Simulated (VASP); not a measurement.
ScAl3, 4 atoms in the cell. The structure is cubic, space group Pm-3m (No. 221). Conventional cell: a = 4.053 Å, b = 4.053 Å, c = 4.053 Å, α = 90.00°, β = 90.00°, γ = 90.00°. Sc (site symmetry m-3m) has 12 Al at 2.87 Å within 3.8 Å. Within 3.8 Å of Al (site symmetry 4/mmm) lie 4 Sc at 2.87 Å and 8 Al at 2.87 Å. 

| Item | Value |
| --- | --- |
| Program | VASP 6.6.1 |
| Task | single point |
| Functional | PBE |
| Potentials or basis | VASP PAW PBE potentials, release 64 (Sc_sv, Al) |
| Cutoff | 520 eV |
| k mesh | 6 × 6 × 6 |
| Occupations | fermi-dirac, width 0.1 eV |
| Spin | no spin polarisation |
| Dipole correction | no |
| Further INCAR settings | ALGO = Normal; EDIFF = 1e-07; NBANDS = 18 |

Potentials or basis: VASP PAW PBE potentials, release 64 (Sc_sv, Al).

Run with:

```bash
$ cat potpaw_PBE.64/Sc_sv/POTCAR potpaw_PBE.64/Al/POTCAR > POTCAR
$ mpirun -np 1 vasp_std > vasp.out
```

Hardware: 1 thread of Intel Xeon 8259CL (shared host).

**Question.** Estimate the wall time of this run.

**Answer.** Wall time 34 s on 1 thread of Intel Xeon 8259CL (shared host), peak memory 0.18 GiB. Counts: scf iterations 14, k points 20.
